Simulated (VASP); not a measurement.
Here is a VASP 6.6.1 calculation.

INCAR

```
PREC     = Accurate       # precision mode
ENCUT    = 520            # plane-wave cutoff, eV
EDIFF    = 1E-6           # SCF threshold, eV
ISMEAR   = 0              # smearing method
SIGMA    = 0.1            # smearing width, eV
LREAL    = F              # projectors in reciprocal space
LASPH    = T              # aspherical terms in the spheres
NELM     = 150            # most SCF steps
ALGO     = Normal         # electronic algorithm
ISIF     = 2              # what is computed and relaxed
LWAVE    = F              # write WAVECAR
LCHARG   = F              # write CHGCAR
ISPIN    = 2              # spin polarisation
MAGMOM   = 0 2 0 0 0 0 0 0 0 0 0 0 0 0 # initial moments
LORBIT   = 11             # projections on sites
LMAXMIX  = 4              # l up to which the mixer works
GGA      = PE             # functional
NBANDS   = 50             # bands
```

Contents of KPOINTS:

```
regular mesh
0
Gamma
  4 4 4
```

File POSCAR:

```
AlNiC6N6
1.0
    0.0000000000      5.0525000000      5.0525000000
    5.0525000000      0.0000000000      5.0525000000
    5.0525000000      5.0525000000      0.0000000000
Al Ni C N
1 1 6 6
Direct
    0.0000000000      0.0000000000      0.0000000000
    0.5000000000      0.5000000000      0.5000000000
    0.8144482900      0.1855517100      0.1855517100
    0.1855517100      0.8144482900      0.1855517100
    0.1855517100      0.1855517100      0.8144482900
    0.1855517100      0.8144482900      0.8144482900
    0.8144482900      0.1855517100      0.8144482900
    0.8144482900      0.8144482900      0.1855517100
    0.6986640300      0.3013359700      0.3013359700
    0.3013359700      0.6986640300      0.3013359700
    0.3013359700      0.3013359700      0.6986640300
    0.3013359700      0.6986640300      0.6986640300
    0.6986640300      0.3013359700      0.6986640300
    0.6986640300      0.6986640300      0.3013359700
```

Potentials or basis: VASP PAW PBE potentials, release 64 (Al, Ni, C, N).

Launch:

```bash
$ cat potpaw_PBE.64/Al/POTCAR potpaw_PBE.64/Ni/POTCAR potpaw_PBE.64/C/POTCAR potpaw_PBE.64/N/POTCAR > POTCAR
$ mpirun -np 1 vasp_std > vasp.out
```

Q: What does it give for the band gap on the k mesh?

A: Zero (filled and empty bands overlap).

Q: Predict the site moments.

A: Al +0.00; Ni +0.84; C -0.01; N +0.04 μB.

Forces on the atoms (eV/Å):
```
Al   0.000  0.000  0.000
Ni   0.000  0.000  0.000
C    3.534  0.000  0.000
C    0.000  3.534  0.000
C    0.000  0.000  3.534
C   -3.534  0.000  0.000
C    0.000 -3.534  0.000
C    0.000  0.000 -3.534
N    0.455  0.000  0.000
N    0.000  0.455  0.000
N    0.000  0.000  0.455
N   -0.455  0.000  0.000
N    0.000 -0.455  0.000
N    0.000  0.000 -0.455
```

Caveat: a cell with one magnetic atom can't hold antiferromagnetic order, which such compounds often take; forces of over 1 eV/Å act on the atoms, so gaps and moduli don't describe the material at rest. With open d or f shells a metallic result of PBE can be an artefact of self-interaction; +U or a hybrid may open a gap.
